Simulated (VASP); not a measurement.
ReS, 2 atoms in the cell. Symmetry: Pm-3m, No. 221, cubic system. The conventional cell has a = 2.944 Å, b = 2.944 Å, c = 2.944 Å, α = 90.00°, β = 90.00°, γ = 90.00°. Within 3.4 Å of Re (site symmetry m-3m) lie 8 S at 2.55 Å and 6 Re at 2.94 Å. Within 3.4 Å of S (site symmetry m-3m) lie 8 Re at 2.55 Å and 6 S at 2.94 Å. 

- Program: VASP 6.6.1
- Task: single point
- Functional: r2SCAN
- Potentials or basis: VASP PAW PBE potentials, release 64 (Re_sv_GW, S)
- Cutoff: 550 eV
- k mesh: 14 × 14 × 14
- Occupations: gaussian, width 0.1 eV
- Spin: no spin polarisation
- Dipole correction: no
- Second run: valence_matched
- Further INCAR settings: ALGO = Normal; EDIFF = 1e-06; NBANDS = 18

Potentials or basis: VASP PAW PBE potentials, release 64 (Re_sv_GW, S).

Launch:

```bash
$ cat potpaw_PBE.64/Re_sv_GW/POTCAR potpaw_PBE.64/S/POTCAR > POTCAR
$ cp INCAR.step1 INCAR
$ mpirun -np 1 vasp_std > vasp.out
$ cp INCAR.step2 INCAR
$ mpirun -np 1 vasp_std > vasp.out
```

Hardware: 1 thread of AMD EPYC 7R43 64-Core Processor (Zen 3), with other jobs on the host.

Estimate the wall time of this run.

Wall time 3 min on 1 thread of AMD EPYC 7R43 64-Core Processor (Zen 3) (shared host), peak memory 0.16 GiB. Counts: k points 120.
